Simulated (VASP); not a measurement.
Input of a VASP 6.6.1 run:

File POSCAR:

```
KBr
1.0
    3.5440003794      3.5440003794      0.0000000000
   -3.5440003794      3.5440003794      0.0000000000
    0.0000000000      3.5440003794      3.5440003794
K Br
1 1
Direct
    0.0000000000      0.0000000000      0.0000000000
    0.5000000000      0.5000000000      0.0000000000
```

File INCAR.step1:

```
SYSTEM = KBr
ALGO = Normal
EDIFF = 1E-4
ENCUT = 520
GGA = PE
ISMEAR = 0
LASPH = .TRUE.
LCHARG = .FALSE.
LREAL = .FALSE.
LWAVE = .TRUE.
NBANDS = 15
NELM = 80
PREC = Accurate
SIGMA = 0.01
```

INCAR.step2

```
SYSTEM = KBr
ALGO = Normal
EDIFF = 1E-6
ENCUT = 520
ISIF = 2
ISMEAR = 0
ISTART = 1
LASPH = .TRUE.
LCHARG = .TRUE.
LELF = .TRUE.
LMIXTAU = .TRUE.
LREAL = .FALSE.
LVHAR = .TRUE.
LWAVE = .FALSE.
METAGGA = R2SCAN
NBANDS = 15
NELM = 80
PREC = Accurate
SIGMA = 0.01
```

File KPOINTS:

```
k-points
0
G
  6 6 6
  0 0 0
```

Potentials or basis: VASP PAW PBE potentials, release 64 (K_sv, Br).

Command:

```sh
$ cat potpaw_PBE.64/K_sv/POTCAR potpaw_PBE.64/Br/POTCAR > POTCAR
$ cp INCAR.step1 INCAR
$ mpirun -np 1 vasp_std > vasp.out
$ cp INCAR.step2 INCAR
$ mpirun -np 1 vasp_std > vasp.out
```

Problem. What does it give for the pressure?

Solution. -2.0 GPa.

Problem. Estimate the band gap on the k mesh.

Solution. 4.55 eV.

Caveat: the PAW data sets were made with another functional, which shifts forces and pressure a little.
